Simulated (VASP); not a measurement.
Wanted: the native input for a VASP 6.6.1 run.

- Task: single point
- Functional: PBEsol
- Potentials or basis: VASP PAW PBE potentials, release 64 (Al, N)
- Cutoff: 520 eV
- k mesh: 2 × 4 × 1
- Occupations: gaussian, width 0.1 eV
- Spin: no spin polarisation
- Dipole correction: no
- Further INCAR settings: LREAL = Auto; ALGO = Normal; EDIFF = 1e-07; NBANDS = 44

The structure of Al18N lies in POSCAR:

```
Al18N
1.0
   12.1500000000      0.0000000000      0.0000000000
    0.0000000000      5.7275650000      0.0000000000
    0.0000000000      0.0000000000     13.8637820000
Al N
18 1
Direct
    0.0000000000      0.0000000000      0.0721304000
    0.3333333000      0.0000000000      0.0721304000
    0.6666667000      0.0000000000      0.0721304000
    0.0000000000      0.5000000000      0.0721304000
    0.3333333000      0.5000000000      0.0721304000
    0.6666667000      0.5000000000      0.0721304000
    0.1674356806      0.2496216960      0.1671390076
    0.4977534663      0.2497023761      0.1663718459
    0.8325287118      0.2495730456      0.1733416150
    0.1715531312      0.7495042733      0.1981071169
    0.4997819619      0.7496257372      0.1647261222
    0.8274985683      0.7495505319      0.1792342798
   -0.0047079117      0.0006851816      0.2773978908
    0.3397604389      0.0257270293      0.2796199035
    0.6585838294     -0.0019672416      0.2763447728
   -0.0046074464      0.4975137909      0.2773536296
    0.3397405878      0.4734529579      0.2797053739
    0.6585996226      0.5006003914      0.2763265625
    0.2705870873      0.7496396207      0.3016316876
```

The input as run:

INCAR

```
SYSTEM = Al18N
ALGO = Normal
EDIFF = 1E-7
ENCUT = 520
GGA = PS
ISIF = 2
ISMEAR = 0
LASPH = .True.
LCHARG = .False.
LREAL = Auto
LWAVE = .False.
NBANDS = 44
NELM = 100
PREC = Accurate
SIGMA = 0.1
```

KPOINTS

```
k-points
0
Gamma
  2 4 1
  0 0 0
```

Potentials or basis: VASP PAW PBE potentials, release 64 (Al, N).

The run is started by

```console
$ cat potpaw_PBE.64/Al/POTCAR potpaw_PBE.64/N/POTCAR > POTCAR
$ mpirun -np 1 vasp_std > vasp.out
```

Results of the run:

| Item | Value |
| --- | --- |
| Largest force | 0.236 eV/Å |
| Band gap on the k mesh | zero (an odd number of electrons rules out a gap without spin polarisation) |

Caveat: there is no dipole correction, which matters where the two faces differ; the PAW data sets were made with another functional, which shifts forces and pressure a little.

Run time: 5.7 min on 1 thread of Intel(R) Xeon(R) 6975P-C (Granite Rapids) (shared host), peak memory 0.89 GiB.
